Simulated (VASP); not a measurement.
# GaP (F-43m) in VASP: settings compared, part 2 of 2

VASP 6.6.1.

## 3. Single point, r2SCAN (volume changed by +3%)

Input file POSCAR:

```
GaP
1.0
    0.0000000000      2.7523852029      2.7523852029
    2.7523852029      0.0000000000      2.7523852029
    2.7523852029      2.7523852029      0.0000000000
Ga P
1 1
Direct
    0.0000000000      0.0000000000      0.0000000000
    0.2500000000      0.2500000000      0.2500000000
```

Input file INCAR.step1:

```
SYSTEM = GaP
  ALGO = Normal
  EDIFF = 1E-4
  ENCUT = 520
  GGA = PE
  ISMEAR = 0
  LASPH = .True.
  LCHARG = .False.
  LREAL = .False.
  LWAVE = .True.
  NBANDS = 16
  NELM = 80
  PREC = Accurate
  SIGMA = 0.01
```

Input file INCAR.step2:

```
SYSTEM = GaP
  ALGO = Normal
  EDIFF = 1E-6
  ENCUT = 520
  ISIF = 2
  ISMEAR = 0
  ISTART = 1
  LASPH = .True.
  LCHARG = .False.
  LMIXTAU = .True.
  LREAL = .False.
  LWAVE = .False.
  METAGGA = R2SCAN
  NBANDS = 16
  NELM = 80
  PREC = Accurate
  SIGMA = 0.01
```

Input file KPOINTS:

```
k-points
0
Gamma
  6 6 6
  0 0 0
```

Potentials or basis: VASP PAW PBE potentials, release 64 (Ga_d, P).

Command:

```bash
> cat potpaw_PBE.64/Ga_d/POTCAR potpaw_PBE.64/P/POTCAR > POTCAR
> cp INCAR.step1 INCAR
> mpirun -np 1 vasp_std > vasp.out
> cp INCAR.step2 INCAR
> mpirun -np 1 vasp_std > vasp.out
```

OUTCAR:

```text
SYSTEM = GaP
   EDIFF = 1E-6
   ENCUT = 520
   ISIF = 2
   ISMEAR = 0
   ISTART = 1
   LASPH = .True.
   LREAL = .False.
   METAGGA = R2SCAN
   NELM = 80
   PREC = Accurate

 ion  position               nearest neighbor table
   1  0.000  0.000  0.000-   2 2.38   2 2.38   2 2.38   2 2.38
   2  0.250  0.250  0.250-   1 2.38   1 2.38   1 2.38   1 2.38

  LATTYP: Found a face centered cubic cell.
 ALAT       =     5.5047704058

  Lattice vectors:

[... 480 lines left out ...]

------------------------ aborting loop because EDIFF is reached ----------------------------------------

  FORCE on cell =-STRESS in cart. coord.  units (eV):
  Direction    XX          YY          ZZ          XY          YZ          ZX
  --------------------------------------------------------------------------------------
  -------------------------------------------------------------------------------------
  Total       -0.6425826     -0.6425826     -0.6425826      0.0000000      0.0000000     -0.0000000
  in kB      -24.6877711    -24.6877711    -24.6877711      0.0000000      0.0000000     -0.0000000
  external PRESSURE =     -24.6877711 kB  Pullay stress =       0.0000000 kB

 VOLUME and BASIS-vectors are now :
 -----------------------------------------------------------------------------
  energy-cutoff  :      520.00
  volume of cell :       41.70
      direct lattice vectors                 reciprocal lattice vectors
     0.000000000  2.752385203  2.752385203    -0.181660619  0.181660619  0.181660619
     2.752385203  0.000000000  2.752385203     0.181660619 -0.181660619  0.181660619
     2.752385203  2.752385203  0.000000000     0.181660619  0.181660619 -0.181660619

 POSITION                                       TOTAL-FORCE (eV/Angst)
 -----------------------------------------------------------------------------------
      0.00000      0.00000      0.00000        -0.000000     -0.000000     -0.000000
      1.37619      1.37619      1.37619         0.000000      0.000000      0.000000
 -----------------------------------------------------------------------------------
    total drift:                                0.000006      0.000006      0.000006

  FREE ENERGIE OF THE ION-ELECTRON SYSTEM (eV)
  ---------------------------------------------------
  free  energy   TOTEN  =       -21.4414713481 eV

  energy  without entropy=      -21.4414713481  energy(sigma->0) =      -21.44147135
```

OUTCAR.step1:

```text
SYSTEM = GaP
   EDIFF = 1E-4
   ENCUT = 520
   GGA = PE
   ISMEAR = 0
   LASPH = .True.
   LREAL = .False.
[... 514 lines left out ...]
      0.00000      0.00000      0.00000        -0.000000     -0.000000     -0.000000
      1.37619      1.37619      1.37619         0.000000      0.000000      0.000000
 -----------------------------------------------------------------------------------
    total drift:                                0.000002      0.000002      0.000002

  FREE ENERGIE OF THE ION-ELECTRON SYSTEM (eV)
  ---------------------------------------------------
  free  energy   TOTEN  =        -9.1119346974 eV

  energy  without entropy=       -9.1119346974  energy(sigma->0) =       -9.11193470
```

OSZICAR.step1:

```text
N       E                     dE             d eps       ncg     rms          rms(c)
DAV:   1     0.795040165428E+02    0.79504E+02   -0.91785E+03   528   0.161E+03
DAV:   2    -0.300185179124E+01   -0.82506E+02   -0.78519E+02   600   0.310E+02
DAV:   3    -0.926558339304E+01   -0.62637E+01   -0.62409E+01   624   0.639E+01
DAV:   4    -0.937445050438E+01   -0.10887E+00   -0.10884E+00   632   0.931E+00
DAV:   5    -0.937679333065E+01   -0.23428E-02   -0.23428E-02   648   0.118E+00    0.412E+00
DAV:   6    -0.913636536927E+01    0.24043E+00   -0.37851E-01   784   0.102E+01    0.271E+00
DAV:   7    -0.911103396345E+01    0.25331E-01   -0.91189E-02   680   0.199E+00    0.109E+00
DAV:   8    -0.911144114417E+01   -0.40718E-03   -0.13342E-02   592   0.139E+00    0.176E-01
DAV:   9    -0.911185843670E+01   -0.41729E-03   -0.13465E-03   632   0.516E-01    0.837E-02
DAV:  10    -0.911193469742E+01   -0.76261E-04   -0.89040E-05   512   0.111E-01
   1 F= -.91119347E+01 E0= -.91119347E+01  d E =-.113358E-14
```

It took 45 s on 1 thread of Intel Xeon Platinum 8488C (Sapphire Rapids), shared host; peak memory 0.17 GiB.

What came out:

```
Free energy            : -21.4415 eV
Pressure               : -2.5 GPa
Band gap on the k mesh : 1.94 eV, indirect (least direct gap 2.08 eV)
```

Caveat: the PAW data sets were made with another functional, which shifts forces and pressure a little. A k mesh can miss the band edges.

## 4. Single point, PBE

Input file INCAR:

```
SYSTEM = GaP
PREC = Accurate
ENCUT = 520
EDIFF = 1E-6
ISMEAR = 0
SIGMA = 0.01
LREAL = .False.
LASPH = .True.
NELM = 100
ALGO = Normal
ISIF = 2
LWAVE = .False.
LCHARG = .False.
GGA = PE
NBANDS = 16
```

Input file KPOINTS:

```
regular mesh
0
Gamma
  8 8 8
  0 0 0
```

Input file POSCAR:

```
GaP
1.0
    0.0000000000      2.7253992965      2.7253992965
    2.7253992965      0.0000000000      2.7253992965
    2.7253992965      2.7253992965      0.0000000000
Ga P
1 1
Direct
    0.0000000000      0.0000000000      0.0000000000
    0.2500000000      0.2500000000      0.2500000000
```

Command:

```bash
> cat potpaw_PBE.64/Ga_d/POTCAR potpaw_PBE.64/P/POTCAR > POTCAR
> mpirun -np 1 vasp_std > vasp.out
```

Run time: 20 s. Hardware: 1 thread of Intel Xeon Platinum 8488C (Sapphire Rapids), shared host; peak memory 0.17 GiB.

It converged, with:

- Free energy: -9.1162 eV
- Pressure: 2.4 GPa
- Band gap on the k mesh: 1.64 eV, indirect (least direct gap 1.82 eV)

Levels at points of the mesh, in eV from the valence-band top:
```tsv
k point	band 5	band 6	band 7	band 8	band 9	band 10	band 11	band 12	band 13	band 14
(0.00, 0.00, 0.00)	-14.45	-12.49	0.00	0.00	0.00	1.83	3.89	3.89	3.89	8.81
(0.50, 0.00, 0.00)	-14.44	-10.43	-6.63	-1.12	-1.12	1.67	4.72	4.72	8.29	10.89
(0.50, 0.50, 0.00)	-14.43	-9.53	-6.75	-2.68	-2.68	1.66	1.82	10.60	10.60	11.19
```

## 5. Summary

```csv
level,cell,k mesh,gap on the mesh (eV),pressure (GPa)
r2SCAN,"a = 3.854 Å, angles 60.0°, 2 atoms",6 × 6 × 6,1.91,0.0
r2SCAN,"a = 3.892 Å, angles 60.0°, 2 atoms",6 × 6 × 6,1.94,-2.5
PBE,"a = 3.854 Å, angles 60.0°, 2 atoms",8 × 8 × 8,1.64,2.4
```

Alike in all rows: task single point; potentials or basis VASP PAW PBE potentials, release 64 (Ga_d, P); no spin polarisation; cutoff (eV) 520; smearing gaussian 0.01 eV.

Caveats: the PAW data sets were made with another functional, which shifts forces and pressure a little (some runs).

Total energies depend on the potentials used, so only differences within one code and one set of settings carry meaning.
